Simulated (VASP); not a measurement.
Here is a VASP 6.6.1 calculation.

File POSCAR:

```
AlN
1.0
    0.0000000000      2.1876317540      2.1876317540
    2.1849006282      0.0027311258      2.1849006282
    2.1849006282      2.1849006282      0.0027311258
Al N
1 1
Direct
    0.0000000000      0.0000000000      0.0000000000
    0.7500000000      0.7500000000      0.7500000000
```

The input INCAR.step1:

```
SYSTEM = AlN
ALGO = Normal
EDIFF = 1E-4
ENCUT = 520
GGA = PE
ISMEAR = 0
LASPH = .True.
LCHARG = .False.
LREAL = .False.
LWAVE = .True.
NBANDS = 11
NELM = 100
PREC = Accurate
SIGMA = 0.05
```

INCAR.step2

```
SYSTEM = AlN
ALGO = Normal
EDIFF = 1E-6
ENCUT = 520
ISIF = 2
ISMEAR = 0
ISTART = 1
LASPH = .True.
LCHARG = .False.
LMIXTAU = .True.
LREAL = .False.
LWAVE = .False.
METAGGA = R2SCAN
NBANDS = 11
NELM = 100
PREC = Accurate
SIGMA = 0.05
```

KPOINTS

```
k-points
0
Gamma
  10 10 10
  0 0 0
```

Potentials or basis: VASP PAW PBE potentials, release 64 (Al, N).

Run with:

```console
$ cat potpaw_PBE.64/Al/POTCAR potpaw_PBE.64/N/POTCAR > POTCAR
$ cp INCAR.step1 INCAR
$ mpirun -np 1 vasp_std > vasp.out
$ cp INCAR.step2 INCAR
$ mpirun -np 1 vasp_std > vasp.out
```

(1) What does it give for the band gap on the k mesh?

(2) Estimate the largest force.

## Answers

(1) 3.93 eV, indirect (least direct gap 4.87 eV).

(2) 0.022 eV/Å.

Caveat: the cell differs from its parent crystal (strain +0.0025 x Voigt [0, 0, 0, 1, 0, 0]); the PAW data sets were made with another functional, which shifts forces and pressure a little.
